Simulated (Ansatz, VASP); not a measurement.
## TaC in VASP and in Ansatz

```
Ta C
1.0
     0.00000    2.23816    2.23816
     2.23816    0.00000    2.23816
     2.23816    2.23816    0.00000
Ta C
1 1
Direct
  0.00000 0.00000 0.00000
  0.50000 0.50000 0.50000
```

Alike in both runs: functional PBE; k mesh 8 × 8 × 8; occupations gaussian, width 0.1 eV; no spin polarisation.

Ansatz relaxed the structure, and its values are those at the end. VASP's run is a single point on that final structure, the one shown.

|  | VASP | Ansatz |
| --- | --- | --- |
| version | VASP 6.6.1 | Ansatz 0.2.0 |
| potentials or method | VASP PAW PBE potentials, release 64 (Ta_pv, C), cutoff 600 eV | scalar-relativistic, plane waves, PAW |
| valence electrons in the cell | 15 | 17 |

|  | VASP | Ansatz | Ansatz less VASP |
| --- | --- | --- | --- |
| gap on the k mesh at the Fermi level (eV) | none | none | - |
| pressure (GPa) | 0.4 | -0.2 | -0.61 |

A gap of «none» marks a metal or a gap that the smearing closes. The functional is the same, so the differences come from potentials, cutoffs and numerics. VASP's potentials hold 15 valence electrons a cell and Ansatz's 17, so a difference there can come from the potentials and not from the codes.

Spin-orbit coupling is off throughout.
